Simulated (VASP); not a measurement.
A run of VASP 6.6.1 is set up as follows.

File INCAR:

```
SYSTEM = Br
  PREC = Accurate
  ENCUT = 520
  EDIFF = 1E-6
  ISMEAR = -1
  SIGMA = 0.05
  LREAL = .False.
  LASPH = .True.
  NELM = 80
  ALGO = Normal
  ISIF = 2
  LWAVE = .False.
  LCHARG = .False.
  GGA = PE
  NBANDS = 14
```

The input KPOINTS:

```
regular mesh
0
Gamma
  8 8 8
  0 0 0
```

File POSCAR:

```
Br
1.0
    0.0000000000      3.2316520351      3.2316520351
    3.2316520351      0.0000000000      3.2316520351
    3.2316520351      3.2316520351      0.0000000000
Br
2
Direct
   -0.0875000000     -0.1375000000     -0.1375000000
    0.0875000000      0.1375000000      0.1375000000
```

Potentials or basis: VASP PAW PBE potentials, release 64 (Br).

Command:

```console
$ cat potpaw_PBE.64/Br/POTCAR > POTCAR
$ mpirun -np 1 vasp_std > vasp.out
```

**Question.** Estimate the band gap on the k mesh.

**Answer.** Zero (band 7 reaches 1.11 eV, above the bottom of band 8 at -0.27 eV).

**Question.** What does it give for the largest force?

**Answer.** 0.929 eV/Å.

Forces on the atoms (eV/Å):
```
Br  -0.536  0.536  0.536
Br   0.536 -0.536 -0.536
```

Caveat: the cell differs from its parent crystal (shortest bond scaled by 1.1).
